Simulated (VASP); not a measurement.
# ZnCu (P4/mmm) in VASP: a series of runs, part 2 of 2

VASP 6.6.1.

### 3 Single point, PBE (strain +0.080 along x and y, +0.040 along z)

INCAR reads:

```
SYSTEM = ZnCu
PREC = Accurate ; ENCUT = 520
EDIFF = 1E-6 ; ISMEAR = 0
SIGMA = 0.15 ; LREAL = .False.
LASPH = .True. ; NELM = 60
ALGO = Fast ; ISIF = 2
LWAVE = .False. ; LCHARG = .False.
GGA = PE ; NBANDS = 18
```

KPOINTS reads:

```
Automatic mesh
0
Gamma
  16 16 16
  0 0 0
```

POSCAR reads:

```
ZnCu
1.0
    3.1806000000      0.0000000000      0.0000000000
    0.0000000000      3.1806000000      0.0000000000
    0.0000000000      0.0000000000      3.0628000000
Zn Cu
1 1
Direct
    0.5000000000      0.5000000000      0.5000000000
    0.0000000000      0.0000000000      0.0000000000
```

Potentials or basis: VASP PAW PBE potentials, release 64 (Zn, Cu).

Launch:

```sh
$ cat potpaw_PBE.64/Zn/POTCAR potpaw_PBE.64/Cu/POTCAR > POTCAR
$ mpirun -np 1 vasp_std > vasp.out
```

OUTCAR:

```text
SYSTEM = ZnCu
   PREC = Accurate
   ENCUT = 520
   EDIFF = 1E-6
   ISMEAR = 0
   LREAL = .False.
   LASPH = .True.
   NELM = 60
   ISIF = 2
   GGA = PE

 ion  position               nearest neighbor table
   1  0.500  0.500  0.500-   2 2.72   2 2.72   2 2.72   2 2.72   2 2.72   2 2.72   2 2.72   2 2.72

   2  0.000  0.000  0.000-   1 2.72   1 2.72   1 2.72   1 2.72   1 2.72   1 2.72   1 2.72   1 2.72

  LATTYP: Found a simple tetragonal cell.
 ALAT       =     3.1806000000
 C/A-ratio  =     0.9629629630

  Lattice vectors:

 A1 = (   3.1806000000,   0.0000000000,   0.0000000000)
 A2 = (   0.0000000000,   3.1806000000,   0.0000000000)
 A3 = (   0.0000000000,   0.0000000000,   3.0628000000)

Analysis of symmetry for initial positions (statically):
=====================================================================
 Subroutine PRICEL returns:
 Original cell was already a primitive cell.

 Routine SETGRP: Setting up the symmetry group for a
 simple tetragonal supercell.

 Subroutine GETGRP returns: Found 16 space group operations
 (whereof 16 operations were pure point group operations)
 out of a pool of 16 trial point group operations.

The static configuration has the point symmetry D_4h.

Analysis of symmetry for dynamics (positions and initial velocities):
=====================================================================
 Subroutine PRICEL returns:
 Original cell was already a primitive cell.

 Routine SETGRP: Setting up the symmetry group for a
 simple tetragonal supercell.

 Subroutine GETGRP returns: Found 16 space group operations
 (whereof 16 operations were pure point group operations)
 out of a pool of 16 trial point group operations.

The dynamic configuration has the point symmetry D_4h.

 Subroutine INISYM returns: Found 16 space group operations
 (whereof 16 operations are pure point group operations),
 and found     1 'primitive' translations

----------------------------------------------------------------------------------------

                                     Primitive cell

  volume of cell :      30.9839

  direct lattice vectors                    reciprocal lattice vectors
     3.180600000  0.000000000  0.000000000     0.314406087  0.000000000  0.000000000
     0.000000000  3.180600000  0.000000000     0.000000000  0.314406087  0.000000000
     0.000000000  0.000000000  3.062800000     0.000000000  0.000000000  0.326498629

  length of vectors
     3.180600000  3.180600000  3.062800000     0.314406087  0.314406087  0.326498629

  position of ions in fractional coordinates (direct lattice)
     0.500000000  0.500000000  0.500000000
     0.000000000  0.000000000  0.000000000

  ion indices of the primitive-cell ions
   primitive index   ion index
                 1           1
                 2           2

----------------------------------------------------------------------------------------

 KPOINTS: Automatic mesh

Automatic generation of k-mesh.
 Grid dimensions read from file:
 generate k-points for:   16   16   16

 Generating k-lattice:

  Cartesian coordinates                     Fractional coordinates (reciprocal lattice)
     0.019650380  0.000000000  0.000000000     0.062500000  0.000000000  0.000000000
     0.000000000  0.019650380  0.000000000     0.000000000  0.062500000  0.000000000
     0.000000000  0.000000000  0.020406164     0.000000000  0.000000000  0.062500000

  Length of vectors
     0.019650380  0.019650380  0.020406164

  Shift w.r.t. Gamma in fractional coordinates (k-lattice)
     0.000000000  0.000000000  0.000000000

 Subroutine IBZKPT returns following result:
 ===========================================

 Found    405 irreducible k-points:

 Following reciprocal coordinates:
            Coordinates               Weight
  0.000000  0.000000  0.000000      1.000000
  0.062500  0.000000  0.000000      4.000000
  0.125000  0.000000  0.000000      4.000000
  0.187500  0.000000  0.000000      4.000000
  0.250000  0.000000  0.000000      4.000000
  0.312500  0.000000  0.000000      4.000000
[... 16 lines left out ...]
  0.437500  0.125000  0.000000      8.000000
  0.500000  0.125000  0.000000      4.000000
 [... further k-points ...]
   k-points           NKPTS =    405   k-points in BZ     NKDIM =    405   number of bands    NBANDS=     18
   number of dos      NEDOS =    301   number of ions     NIONS =      2
   total plane-waves  NPLWV =  13824
   dimension x,y,z NGX =    24 NGY =   24 NGZ =   24
   dimension x,y,z NGXF=    48 NGYF=   48 NGZF=   48
   ions per type =               1   1
   NGX,Y,Z   is equivalent  to a cutoff of  12.54, 12.54, 13.03 a.u.
   NGXF,Y,Z  is equivalent  to a cutoff of  25.09, 25.09, 26.05 a.u.
 SYSTEM =  ZnCu
   PREC   = accura    normal or accurate (medium, high low for compatibility)
   ISTART =      0    job   : 0-new  1-cont  2-samecut
   ICHARG =      2    charge: 1-file 2-atom 10-const
   ISPIN  =      1    spin polarized calculation?
   LNONCOLLINEAR =      F non collinear calculations
   LSORBIT =      F    spin-orbit coupling
   LASPH  =      T    aspherical Exc in radial PAW
   ENCUT  =  520.0 eV  38.22 Ry    6.18 a.u.   5.91  5.91  5.69*2*pi/ulx,y,z
   NELM   =     60;   NELMIN=  2; NELMDL= -5     # of ELM steps
   EDIFF  = 0.1E-05   stopping-criterion for ELM
   LREAL  =      F    real-space projection
   EDIFFG = 0.1E-04   stopping-criterion for IOM
   NSW    =      0    number of steps for IOM
   IBRION =     -1    ionic relax: 0-MD 1-quasi-New 2-CG
   NFREE  =      0    steps in history (QN), initial steepest desc. (CG)
   ISIF   =      2    stress and relaxation
   ISYM   =      2    0-nonsym 1-usesym 2-fastsym
   POTIM  = 0.5000    time-step for ionic-motion
   TEBEG  =    0.0;   TEEND  =   0.0 temperature during run
   PSTRESS=    0.0 pullay stress
   NELECT =      23.0000    total number of electrons
   NUPDOWN=      -1.0000    fix difference up-down
   EMIN   =  10.00;   EMAX   =-10.00  energy-range for DOS
   EFERMI =   0.00;   METHOD = LEGACY
   ISMEAR =     0;   SIGMA  =   0.15  broadening in eV -4-tet -1-fermi 0-gaus
   EFERMI_NEDOS =   21; number of points for ismear=-14 and -15
   IALGO  =     68    algorithm
   IMIX   =      4    mixing-type and parameters
     AMIX     =   0.40;   BMIX     =  1.00
     AMIX_MAG =   1.60;   BMIX_MAG =  1.00
  volume/ion in A,a.u.               =      15.49       104.54
  Fermi-wavevector in a.u.,A,eV,Ry     =   1.482308  2.801156 29.895235  2.197238
  Thomas-Fermi vector in A             =   2.596110
   LORBIT       =      0    0 simple, 1 ext, 2 COOP (PROOUT), +10 PAW based schemes
   GGA     = PE    functional components
   LHFCALC =     F    Hartree Fock is set to
   AEXX    =    0.0000 exact exchange contribution
   IVDW    =     0    specifies the selected vdW correction
   LEPSILON=     F    determine dielectric tensor
   LRPA    =     F    only Hartree local field effects (RPA)
 non-spin polarized calculation
 RMM-DIIS sequential band-by-band and
 Gauss-broadening in eV      SIGMA  =   0.15
  energy-cutoff  :      520.00
  volume of cell :       30.98
 maximum number of plane-waves:       856
 NGX is ok and might be reduce to    24
   NGX = 11   NGY = 11   NGZ = 11

 number of electron      23.0000025 magnetization

 Free energy of the ion-electron system (eV)
  ---------------------------------------------------
  ext. energy  EPLUGINS =         0.00000000
  ---------------------------------------------------
  free energy    TOTEN  =        -4.79359408 eV

  energy without entropy =       -4.78667956  energy(sigma->0) =       -4.79013682

 E-fermi :   3.8306     XC(G=0): -11.3602

 val. band max:        3.8258147347   @ k =   0.5000   0.4375   0.2500
 cond. band min:       3.8447638023   @ k =   0.3125   0.1875   0.0625
 fundamental gap:      0.0189490676
 Fermi energy:         3.8305815754

 k-point     1 :       0.0000    0.0000    0.0000
  band No.  band energies     occupation
      1      -5.0777      2.00000
      2      -3.4827      2.00000
      3      -3.4590      2.00000
      4      -3.0523      2.00000
      5      -3.0206      2.00000
      6      -3.0206      2.00000
[... 10 lines left out ...]
     17      14.6313      0.00000
     18      24.2105      0.00000
[... 463 lines left out ...]
 k-point    24 :       0.5000    0.1250    0.0000
  band No.  band energies     occupation
      1      -3.4105      2.00000
      2      -3.2858      2.00000
      3      -3.2533      2.00000
      4      -3.1259      2.00000
      5      -3.0075      2.00000
      6      -1.0068      2.00000
[... 10 lines left out ...]
     17      16.9509      0.00000
     18      17.6914      0.00000

 [... further k-points ...]

------------------------ aborting loop because EDIFF is reached ----------------------------------------

  FORCE on cell =-STRESS in cart. coord.  units (eV):
  Direction    XX          YY          ZZ          XY          YZ          ZX
  --------------------------------------------------------------------------------------
  -------------------------------------------------------------------------------------
  Total       -2.3601418     -2.3601418     -2.3914400      0.0000000     -0.0000000      0.0000000
  in kB     -122.0427359   -122.0427359   -123.6611619      0.0000000     -0.0000000      0.0000000
  external PRESSURE =    -122.5822112 kB  Pullay stress =       0.0000000 kB

 VOLUME and BASIS-vectors are now :
 -----------------------------------------------------------------------------
  energy-cutoff  :      520.00
  volume of cell :       30.98
      direct lattice vectors                 reciprocal lattice vectors
     3.180600000  0.000000000  0.000000000     0.314406087  0.000000000  0.000000000
     0.000000000  3.180600000  0.000000000     0.000000000  0.314406087  0.000000000
     0.000000000  0.000000000  3.062800000     0.000000000  0.000000000  0.326498629

 POSITION                                       TOTAL-FORCE (eV/Angst)
 -----------------------------------------------------------------------------------
      1.59030      1.59030      1.53140         0.000000      0.000000      0.000000
      0.00000      0.00000      0.00000         0.000000      0.000000      0.000000
 -----------------------------------------------------------------------------------
    total drift:                                0.000000      0.000000     -0.000000

  FREE ENERGIE OF THE ION-ELECTRON SYSTEM (eV)
  ---------------------------------------------------
  free  energy   TOTEN  =        -4.7935940763 eV

  energy  without entropy=       -4.7866795643  energy(sigma->0) =       -4.79013682
```

OSZICAR:

```text
N       E                     dE             d eps       ncg     rms          rms(c)
DAV:   1     0.118330493164E+03    0.11833E+03   -0.11258E+04 15228   0.198E+03
DAV:   2    -0.602407723774E+00   -0.11893E+03   -0.11399E+03 14638   0.295E+02
DAV:   3    -0.562411507155E+01   -0.50217E+01   -0.49624E+01 16568   0.758E+01
DAV:   4    -0.566880892316E+01   -0.44694E-01   -0.44677E-01 16846   0.665E+00
DAV:   5    -0.566944901752E+01   -0.64009E-03   -0.64008E-03 16532   0.825E-01    0.820E+00
RMM:   6    -0.578980333743E+01   -0.12035E+00   -0.89341E+00 16692   0.448E+01    0.680E+00
RMM:   7    -0.479686650521E+01    0.99294E+00   -0.23746E+00 16276   0.235E+01    0.165E+00
RMM:   8    -0.479674079565E+01    0.12571E-03   -0.32736E-02 16552   0.291E+00    0.800E-01
RMM:   9    -0.479427441673E+01    0.24664E-02   -0.10671E-02 16730   0.153E+00    0.238E-01
RMM:  10    -0.479349051924E+01    0.78390E-03   -0.45546E-03 17235   0.902E-01    0.563E-02
RMM:  11    -0.479357555360E+01   -0.85034E-04   -0.73280E-04 19144   0.384E-01    0.353E-02
RMM:  12    -0.479359693394E+01   -0.21380E-04   -0.33565E-04 17768   0.201E-01    0.320E-02
RMM:  13    -0.479359029935E+01    0.66346E-05   -0.11800E-04 17869   0.160E-01    0.115E-02
RMM:  14    -0.479359335133E+01   -0.30520E-05   -0.43634E-05 16794   0.527E-02    0.292E-03
RMM:  15    -0.479359407625E+01   -0.72492E-06   -0.70053E-06 14919   0.252E-02
   1 F= -.47935941E+01 E0= -.47901368E+01  d E =-.691451E-02
```

It took 2.9 min on 1 thread of AMD EPYC 7R13 (Zen 3), shared host; peak memory 0.3 GiB.

What came out:

- Free energy: -4.7936 eV
- Pressure: -12.3 GPa
- Band gap on the k mesh: zero (an odd number of electrons rules out a gap without spin polarisation)

Levels at points of the mesh, in eV from the Fermi level:
| k point | band 8 | band 9 | band 10 | band 11 | band 12 | band 13 | band 14 | band 15 | band 16 | band 17 |
| --- | --- | --- | --- | --- | --- | --- | --- | --- | --- | --- |
| (0.00, 0.00, 0.00) | -3.01 | -2.40 | -2.37 | -2.37 | 5.24 | 5.24 | 6.40 | 9.18 | 9.87 | 10.80 |
| (0.50, 0.00, 0.00) | -3.06 | -2.79 | -2.70 | -2.40 | -1.88 | 9.73 | 10.41 | 10.78 | 11.56 | 11.75 |
| (0.50, 0.50, 0.00) | -2.49 | -2.49 | -2.22 | -1.43 | -1.43 | 0.83 | 1.24 | 12.58 | 14.36 | 14.64 |
| (0.00, 0.00, 0.50) | -3.02 | -2.79 | -2.79 | -2.44 | -1.68 | 10.05 | 10.05 | 10.72 | 10.72 | 11.90 |
| (0.50, 0.00, 0.50) | -2.54 | -2.52 | -2.17 | -1.25 | -1.18 | 1.12 | 1.61 | 11.77 | 13.47 | 13.69 |
| (0.50, 0.50, 0.50) | -3.48 | -2.20 | -2.15 | 2.62 | 3.81 | 3.88 | 4.04 | 4.04 | 4.10 | 4.10 |

Caveat: the cell differs from its parent crystal (strain +0.080 along x and y, +0.040 along z); the cell stands under tension.
